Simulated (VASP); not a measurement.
Eu3Mg, 4 atoms in the cell. It takes space group Pm-3m (No. 221, cubic). The conventional cell has a = 5.299 Å, b = 5.299 Å, c = 5.299 Å, α = 90.00°, β = 90.00°, γ = 90.00°. Eu (site symmetry 4/mmm) has 8 Eu at 3.75 Å and 4 Mg at 3.75 Å within 4.9 Å. Mg (site symmetry m-3m) has 12 Eu at 3.75 Å within 4.9 Å. 

```yaml
Program: VASP 6.6.1
Task: single point
Functional: PBEsol
Potentials_or_basis: VASP PAW PBE potentials, release 64 (Eu, Mg)
Cutoff: 520 eV
k_mesh: 4 × 4 × 4
Occupations: fermi-dirac, width 0.1 eV
Spin: collinear spin, ferromagnetic start
Starting_moments: "[7.0, 7.0, 7.0, 0.0] μB"
Dipole_correction: no
Further_INCAR_settings: ALGO = Normal; EDIFF = 1e-06; NBANDS = 38
```

Potentials or basis: VASP PAW PBE potentials, release 64 (Eu, Mg).

Command:

```sh
$ cat potpaw_PBE.64/Eu/POTCAR potpaw_PBE.64/Mg/POTCAR > POTCAR
$ mpirun -np 1 vasp_std > vasp.out
```

Hardware: 1 thread of Intel(R) Xeon(R) Platinum 8488C (Sapphire Rapids), with other jobs on the host.

Task: How long does it take, and how much memory?

Result: It took 10 min on 1 thread of Intel(R) Xeon(R) Platinum 8488C (Sapphire Rapids), with other jobs on the host, peak memory 0.35 GiB. Counts: scf iterations 65, k points 10.
